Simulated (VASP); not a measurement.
Input of a VASP 6.6.1 run:

File INCAR:

```
PREC = Accurate
ENCUT = 520
EDIFF = 1E-6
ISMEAR = 0
SIGMA = 0.1
LREAL = False
LASPH = True
NELM = 100
ALGO = Normal
ISIF = 2
LWAVE = False
LCHARG = False
GGA = PS
NBANDS = 9
```

File KPOINTS:

```
Automatic mesh
0
Gamma
  8 16 6
```

The input POSCAR:

```
Te
1.0
    5.3027170371      0.0000000000      0.0032268055
    0.0000000000      2.5748808004      0.0000000000
   -1.7623382542      0.0000000000      7.9289497788
Te
1
Direct
    0.0000000000      0.5000000000      0.5000000000
```

Potentials or basis: VASP PAW PBE potentials, release 64 (Te).

Command:

```console
$ cat potpaw_PBE.64/Te/POTCAR > POTCAR
$ mpirun -np 1 vasp_std > vasp.out
```

Estimate the band gap on the k mesh.

zero (band 3 reaches -0.71 eV, above the bottom of band 4 at -2.59 eV).

Predict the pressure.

2.2 GPa.

Stress tensor (GPa, compression positive):
```
-0.20  0.00  0.00
 0.00  6.95  0.00
 0.00  0.00  0.00
```

Caveat: the cell differs from its parent crystal (O replaced by Te, lengths x 1.655, strained); the PAW data sets were made with another functional, which shifts forces and pressure a little; spin-orbit coupling is left out, which moves the levels of the heavy elements.
